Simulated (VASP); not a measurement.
A run of VASP 6.6.1:

Contents of INCAR:

```
ALGO = Normal
EDIFF = 1E-6
ENCUT = 520
GGA = PE
ISIF = 2
ISMEAR = 0
LASPH = True
LCHARG = False
LREAL = False
LWAVE = False
NBANDS = 26
NELM = 60
PREC = Accurate
SIGMA = 0.02
```

Contents of KPOINTS:

```
k-points
0
Gamma
  8 8 6
```

The input POSCAR:

```
AgCl
1.0
    3.9944605876      0.0000000000     -0.0085605962
    0.0000000000      4.0089314791      0.0000000000
   -0.5707538440      0.0000000000      5.6612764032
Ag Cl
2 2
Direct
    0.1835897450      0.2500000000      0.2254755383
    0.8164102550      0.7500000000      0.7745244617
    0.6921049861      0.7500000000      0.2690180491
    0.3078950139      0.2500000000      0.7309819509
```

Potentials or basis: VASP PAW PBE potentials, release 64 (Ag, Cl).

Run with:

```sh
$ cat potpaw_PBE.64/Ag/POTCAR potpaw_PBE.64/Cl/POTCAR > POTCAR
$ mpirun -np 1 vasp_std > vasp.out
```

Hardware: 1 thread of Intel(R) Xeon(R) 6975P-C (Granite Rapids), on a shared host.

Estimate the wall time of this run.

Run time: 86 s on 1 thread of Intel(R) Xeon(R) 6975P-C (Granite Rapids), with other jobs on the host, peak memory 0.36 GiB. Counts: scf iterations 13, k points 130.
